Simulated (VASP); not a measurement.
# P (Pm-3m) in VASP: further runs, part 2 of 2

VASP 6.6.1.

**5. Single point, PBE**

This run uses another cell than the first one: it holds 2 atoms, not 1.

Contents of INCAR:

```
SYSTEM = P
  ALGO = Normal
  EDIFF = 1E-6
  ENCUT = 520
  GGA = PE
  ISIF = 2
  ISMEAR = -1
  LASPH = .True.
  LCHARG = .False.
  LREAL = .False.
  LWAVE = .False.
  NBANDS = 12
  NELM = 100
  PREC = Accurate
  SIGMA = 0.08
```

Contents of KPOINTS:

```
k-points
0
Gamma
  15 15 15
  0 0 0
```

Contents of POSCAR:

```
P
1.0
    1.5551857091     -0.8978868878      2.5396076284
    0.0000000000      1.7957737756      2.5396076284
   -1.5551857091     -0.8978868878      2.5396076284
P
2
Direct
    0.2500000000      0.2500000000      0.2500000000
   -0.2500000000     -0.2500000000     -0.2500000000
```

Potentials or basis: VASP PAW PBE potentials, release 64 (P).

The run is started by

```
cat potpaw_PBE.64/P/POTCAR > POTCAR
mpirun -np 1 vasp_std > vasp.out
```

OUTCAR:

```text
SYSTEM = P
   EDIFF = 1E-6
   ENCUT = 520
   GGA = PE
   ISIF = 2
   ISMEAR = -1
   LASPH = .True.
   LREAL = .False.
   NELM = 100
   PREC = Accurate

 ion  position               nearest neighbor table
   1  0.250  0.250  0.250-   2 2.20   2 2.20   2 2.20   2 2.20   2 2.20   2 2.20
   2  0.750  0.750  0.750-   1 2.20   1 2.20   1 2.20   1 2.20   1 2.20   1 2.20

  LATTYP: Found a face centered cubic cell.
 ALAT       =     4.3987294437

  Lattice vectors:

 A1 = (   1.5551857091,  -0.8978868878,   2.5396076284)
 A2 = (   0.0000000000,   1.7957737756,   2.5396076284)
 A3 = (  -1.5551857091,  -0.8978868878,   2.5396076284)

Analysis of symmetry for initial positions (statically):
=====================================================================
 Subroutine PRICEL returns following result:

  LATTYP: Found a simple cubic cell.
 ALAT       =     2.1993647218

  Lattice vectors:

 A1 = (   1.5551857091,  -0.8978868878,  -1.2698038142)
 A2 = (   1.5551857091,   0.8978868878,   1.2698038142)
 A3 = (   0.0000000000,  -1.7957737756,   1.2698038142)

   2 primitive cells build up your supercell.

 Routine SETGRP: Setting up the symmetry group for a
 face centered cubic supercell.

[... 181 lines left out ...]

 k-point     1 :       0.0000    0.0000    0.0000
  band No.  band energies     occupation
      1      -5.4366      2.00000
      2      12.2116      2.00000
      3      12.2116      2.00000
      4      12.2116      2.00000
      5      17.5046      0.00000
      6      18.1421      0.00000
      7      18.1421      0.00000
      8      18.1421      0.00000
      9      20.9611      0.00000
     10      20.9611      0.00000
     11      21.6536      0.00000
     12      21.6536      0.00000
[... 331 lines left out ...]
 k-point    24 :       0.2000    0.1333    0.0000
  band No.  band energies     occupation
      1      -4.5686      2.00000
      2       9.1718      2.00000
      3      10.4706      2.00000
      4      11.3258      2.00000
      5      13.9974      1.99844
      6      16.6745      0.00000
      7      19.8864      0.00000
      8      20.1810      0.00000
      9      21.5504      0.00000
     10      21.9751      0.00000
     11      22.0675      0.00000
     12      23.8312      0.00000

 [... further k-points ...]
[... 5 lines left out ...]
  --------------------------------------------------------------------------------------
  -------------------------------------------------------------------------------------
  Total        9.4263248      9.4263248      9.4263248      0.0000000     -0.0000000      0.0000000
  in kB      709.7922040    709.7922040    709.7922040      0.0000000     -0.0000000      0.0000000
  external PRESSURE =     709.7922040 kB  Pullay stress =       0.0000000 kB

 VOLUME and BASIS-vectors are now :
 -----------------------------------------------------------------------------
  energy-cutoff  :      520.00
  volume of cell :       21.28
      direct lattice vectors                 reciprocal lattice vectors
     1.555185709 -0.897886888  2.539607628     0.321505012 -0.185621005  0.131253872
     0.000000000  1.795773776  2.539607628     0.000000000  0.371242010  0.131253872
    -1.555185709 -0.897886888  2.539607628    -0.321505012 -0.185621005  0.131253872

 POSITION                                       TOTAL-FORCE (eV/Angst)
 -----------------------------------------------------------------------------------
      0.00000      0.00000      1.90471         0.000000      0.000000      0.000000
      0.00000      0.00000      5.71412        -0.000000     -0.000000     -0.000000
 -----------------------------------------------------------------------------------
    total drift:                               -0.000000      0.000000      0.000000

  FREE ENERGIE OF THE ION-ELECTRON SYSTEM (eV)
  ---------------------------------------------------
  free  energy   TOTEN  =        -9.2182367283 eV

  energy  without entropy=       -9.2098168324  energy(sigma->0) =       -9.21402678
```

stdout:

```text
POSCAR found type information on POSCAR P
 POSCAR found :  1 types and       2 ions
 scaLAPACK will be used
 LDA part: xc-table for (Slater+PW92), standard interpolation
 POSCAR, INCAR and KPOINTS ok, starting setup
 FFT: planning ... GRIDC
 FFT: planning ... GRID_SOFT
 FFT: planning ... GRID
 WAVECAR not read
 entering main loop
```

It took 14 s on 1 thread of Intel Xeon Platinum 8175M at 2.50GHz (Skylake/Cascade Lake), shared host; peak memory 0.15 GiB.

What came out:

```
Free energy            : -9.2182 eV
Pressure               : 71.0 GPa
Band gap on the k mesh : zero (band 5 reaches 17.92 eV, above the bottom of band 6 at 12.93 eV)
```

**6. Relaxation of cell and atoms, PBE, target pressure 72 GPa, at which the enthalpy is minimised**

This run uses another cell than the first one, of 10.35 Å³/atom, 0.970 times its volume.

Contents of INCAR:

```
PREC = Accurate
ENCUT = 600
EDIFF = 1E-6
ISMEAR = -1
SIGMA = 0.08
LREAL = False
LASPH = True
NELM = 80
ALGO = Normal
ISIF = 3
LWAVE = False
LCHARG = False
GGA = PE
IBRION = 2
NSW = 60
EDIFFG = -0.005
PSTRESS = 720.0
```

Contents of KPOINTS:

```
regular mesh
0
Gamma
  17 17 17
```

Contents of POSCAR:

```
P
1.0
    2.1789369473      0.0000000000      0.0000000000
    0.0000000000      2.1789369473      0.0000000000
    0.0000000000      0.0000000000      2.1789369473
P
1
Direct
    0.0000000000      0.0000000000      0.0000000000
```

Potentials or basis: VASP PAW PBE potentials, release 64 (P).

The run is started by

```
cat potpaw_PBE.64/P/POTCAR > POTCAR
mpirun -np 1 vasp_std > vasp.out
```

Wall time 20 s (1 thread of Intel Xeon Platinum 8175M at 2.50GHz (Skylake/Cascade Lake), shared host); peak memory 0.12 GiB.

Results (log left out):

```yaml
Free_energy: -4.6101 eV
Relaxed_volume: 10.64 Å³/atom
Relaxed_cell: a = 2.199 Å, b = 2.199 Å, c = 2.199 Å, α = 90.00°, β = 90.00°, γ = 90.00°
Space_group_after_relaxing_to_0.05_Å: Pm-3m (No. 221)
Energy_change_on_relaxing_the_enthalpy_is_what_falls: -140.5 meV/atom
Ionic_steps: 4
Pressure_after_relaxing: 72.0 GPa
```

The path:
```tsv
step	energy change (eV)	largest force (eV/Å)	pressure (GPa)	volume (Å³)
1	0.0000	0.0000	82.97	10.35
2	-0.4370	0.0000	47.25	11.44
3	-0.1432	0.0000	71.85	10.64
4	-0.1405	0.0000	72.01	10.64
```

Final structure:
```
CELL_PARAMETERS angstrom
2.19916 0.00000 0.00000
0.00000 2.19916 0.00000
0.00000 0.00000 2.19916
ATOMIC_POSITIONS crystal
P 0.00000 0.00000 0.00000
```

Levels at points of the mesh, in eV from the Fermi level:
```
           k point  band 1  band 2  band 3  band 4  band 5  band 6
(0.00, 0.00, 0.00)  -19.96    6.44    6.44    7.14    7.14    7.14
```

Caveat: the cell is relaxed towards a set pressure, so the enthalpy falls and the energy may rise.

**7. Overview**

| task | cell | k mesh | cutoff (eV) | gap on the mesh (eV) | pressure (GPa) |
| --- | --- | --- | --- | --- | --- |
| single point | a = 2.201 Å, 1 atom | 17 × 17 × 17 | 520 | none | 71.0 |
| single point | a = 3.110 Å, angles 60.0°, 2 atoms | 15 × 15 × 15 | 520 | none | 71.0 |
| relaxation of cell and atoms | relaxed to 72 GPa from a = 2.179 Å, 1 atom | 17 × 17 × 17 | 600 | none | 72.0 |

Alike in all rows: level PBE; potentials or basis VASP PAW PBE potentials, release 64 (P); no spin polarisation; smearing fermi-dirac 0.08 eV.

Caveats: the cell is relaxed towards a set pressure, so the enthalpy falls and the energy may rise (some runs).

Total energies depend on the potentials used, so only differences within one code and one set of settings carry meaning.
